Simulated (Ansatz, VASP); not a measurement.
## Two plane-wave programs on ZnCd3O4

Contents of INCAR:

```
SYSTEM = ZnCd3O4
PREC     = Accurate       ! precision mode
ENCUT    = 520            ! plane-wave cutoff, eV
EDIFF    = 1E-6           ! SCF threshold, eV
ISMEAR   = 0              ! smearing method
SIGMA    = 0.1            ! smearing width, eV
LREAL    = .FALSE.        ! projectors in reciprocal space
LASPH    = .TRUE.         ! aspherical terms in the spheres
NELM     = 150            ! most SCF steps
ALGO     = Normal         ! electronic algorithm
ISIF     = 2              ! what is computed and relaxed
LWAVE    = .FALSE.        ! write WAVECAR
LCHARG   = .TRUE.         ! write CHGCAR
ISPIN    = 2              ! spin polarisation
MAGMOM   = 0 0 0 0 1 1 1 1 ! initial moments
LORBIT   = 11             ! projections on sites
GGA      = PE             ! functional
LELF     = .TRUE.         ! ELF
LVHAR    = .TRUE.       
NBANDS   = 50             ! bands
```

File KPOINTS:

```
Automatic mesh
0
G
  6 6 2
  0 0 0
```

Contents of POSCAR:

```
ZnCd3O4
1.0
    3.5171179000      0.0000000000      0.0000000000
    0.0000000000      3.5171179000      0.0000000000
    0.0000000000      0.0000000000     10.1020988000
Zn Cd O
1 3 4
Direct
    0.5000000000      0.5000000000      0.0000000000
    0.0000000000      0.0000000000      0.7668010000
    0.0000000000      0.0000000000      0.2331990000
    0.5000000000      0.5000000000      0.5000000000
    0.5000000000      0.0000000000      0.9004830000
    0.0000000000      0.5000000000      0.0995170000
    0.5000000000      0.0000000000      0.3665610000
    0.0000000000      0.5000000000      0.6334390000
```

Input for Ansatz:

```yaml
crystal:
  lattice:
    - [3.5171179, 0.0, 0.0]
    - [0.0, 3.5171179, 0.0]
    - [0.0, 0.0, 10.1020988]
  atoms:
    - { symbol: Zn, position: [0.5, 0.5, 0.0] }
    - { symbol: Cd, position: [0.0, 0.0, 0.766801] }
    - { symbol: Cd, position: [0.0, 0.0, 0.233199] }
    - { symbol: Cd, position: [0.5, 0.5, 0.5] }
    - { symbol: O, position: [0.5, 0.0, 0.900483], spin: 1.0 }
    - { symbol: O, position: [0.0, 0.5, 0.099517], spin: 1.0 }
    - { symbol: O, position: [0.5, 0.0, 0.366561], spin: 1.0 }
    - { symbol: O, position: [0.0, 0.5, 0.633439], spin: 1.0 }
basis:
  ecutwfc: 420
kpoints:
  mp_grid: { grid: [6, 6, 2] }
hamiltonian:
  xc: pbe
scf:
  occupations: { method: gaussian, width: 0.1 }
  lower_state_search: "off"
output:
  forces: true
  stress: true
  eigenvalues: true
  populations: true
magnetization:
  spin_polarized: true
```

Alike in both runs: task single point; functional PBE; k mesh 6 × 6 × 2; occupations gaussian, width 0.1 eV; collinear spin.

|  | VASP | Ansatz |
| --- | --- | --- |
| version | VASP 6.6.1 | Ansatz 0.2.0 |
| potentials or method | VASP PAW PBE potentials, release 64 (Zn, Cd, O), cutoff 520 eV | scalar-relativistic, plane waves, PAW |
| valence electrons in the cell | 72 | 96 |

Ansatz gave:

* gap on the k mesh at the Fermi level (eV): none
* pressure (GPa): 0.0
* traceless stress, the component that is largest in VASP (GPa): 0.03
* rms of the force components (eV/Å): 0.001
* net moment per atom (μB): 0.00

Question: Which values does VASP return?

Answer: gap on the k mesh at the Fermi level (eV): none; pressure (GPa): 1.1; traceless stress, the component that is largest in VASP (GPa): 0.07; rms of the force components (eV/Å): 0.013; net moment per atom (μB): 0.00.

Atom by atom the forces differ by 0.014 eV/Å (rms over components). A gap of «none» marks a metal or a gap that the smearing closes. VASP's potentials hold 72 valence electrons a cell and Ansatz's 96, so a difference there can come from the potentials and not from the codes. Ansatz's warnings: seeded moment not kept.
